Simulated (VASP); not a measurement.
**C: single point with LDA**

Crystal: C.

```xyz
16
Lattice="0.0000 3.6852 3.6852 3.6852 0.0000 3.6852 3.6852 3.6852 0.0000" Properties=species:S:1:pos:R:3 pbc="T T T"
C    -0.0945    0.0406    0.0598
C     0.9842    1.0157    0.8183
C     1.9935    1.9076   -0.0009
C     2.6506    2.6446    1.1294
C     1.8590   -0.1150    1.7435
C     2.7080    0.8228    2.6454
C     3.6482    1.7510    1.9140
C     4.6800    2.6539    2.6741
C     0.0227    1.8780    1.7111
C     0.6674    2.8511    2.7878
C     1.7794    3.7343    1.9891
C     2.9046    4.6102    2.7339
C     1.7487    1.6728    3.6072
C     2.7343    2.8030    4.4416
C     3.7348    3.5957    3.4988
C     4.5498    4.5710    4.6849
```

```json
{"Program": "VASP 6.6.1", "Task": "single point", "Functional": "LDA", "Potentials or basis": "VASP PAW LDA potentials, release 64 (C)", "Cutoff": "520 eV", "k mesh": "4 × 4 × 4", "Occupations": "fermi-dirac, width 0.36 eV", "Spin": "no spin polarisation", "Dipole correction": "no", "Further INCAR settings": "LREAL = Auto; ALGO = Normal; EDIFF = 1e-06; NBANDS = 46"}
```

```
Pressure               : -41.4 GPa
Largest force          : 6.258 eV/Å
Band gap on the k mesh : 2.41 eV
```

Forces on the atoms (eV/Å):
```
C    0.531 -0.834 -0.855
C   -1.743 -2.682  1.419
C   -2.855 -3.215 -0.245
C    2.402  4.896 -2.880
C   -0.310  2.499 -1.486
C   -1.111  0.119  4.778
C    0.331  0.219 -2.332
C   -0.472  1.991  1.384
C   -1.110  0.862  1.342
C    5.634 -2.696 -0.394
C   -0.484 -1.959 -1.975
C   -2.622  0.482 -1.084
C   -0.291  4.248  1.414
C    0.513 -4.287 -0.045
C   -0.521  1.403  4.242
C    2.109 -1.046 -3.284
```

Stress tensor (GPa, compression positive):
```
-42.17   0.05   3.30
  0.05 -38.79  -1.95
  3.30  -1.95 -43.20
```

Levels at points of the mesh, in eV from the valence-band top:
| k point | band 28 | band 29 | band 30 | band 31 | band 32 | band 33 | band 34 | band 35 | band 36 | band 37 |
| --- | --- | --- | --- | --- | --- | --- | --- | --- | --- | --- |
| (0.00, 0.00, 0.00) | -2.51 | -2.49 | -1.14 | -0.33 | 0.00 | 2.41 | 2.86 | 3.15 | 3.29 | 3.80 |
| (0.50, 0.00, 0.00) | -4.17 | -2.63 | -2.08 | -1.75 | -1.32 | 3.28 | 4.33 | 4.54 | 4.76 | 4.94 |
| (0.00, 0.50, 0.00) | -4.40 | -3.04 | -2.59 | -1.65 | -1.51 | 3.80 | 4.13 | 4.31 | 4.37 | 4.62 |
| (0.00, 0.00, 0.50) | -4.09 | -2.86 | -2.54 | -2.15 | -0.97 | 3.42 | 4.06 | 4.46 | 4.66 | 4.85 |
| (0.50, 0.50, 0.50) | -4.40 | -2.67 | -2.32 | -1.97 | -1.28 | 3.44 | 3.95 | 4.19 | 4.62 | 4.86 |
| (0.50, 0.50, 0.00) | -3.60 | -3.38 | -3.16 | -2.61 | -2.37 | 2.84 | 3.06 | 5.42 | 5.66 | 5.88 |
| (0.00, 0.50, 0.50) | -3.98 | -3.39 | -3.26 | -3.16 | -2.41 | 3.05 | 3.39 | 5.13 | 5.86 | 5.91 |
| (0.50, 0.00, 0.50) | -4.17 | -3.57 | -3.07 | -2.64 | -2.36 | 3.25 | 3.41 | 5.29 | 5.77 | 6.05 |

Wall time 2.6 min on 1 thread of AMD EPYC 9R45 96-Core Processor (Zen 5), with other jobs on the host, peak memory 0.22 GiB.

Caveat: the cell stands under tension; forces of over 1 eV/Å act on the atoms, so gaps and moduli don't describe the material at rest. A k mesh can miss the band edges.
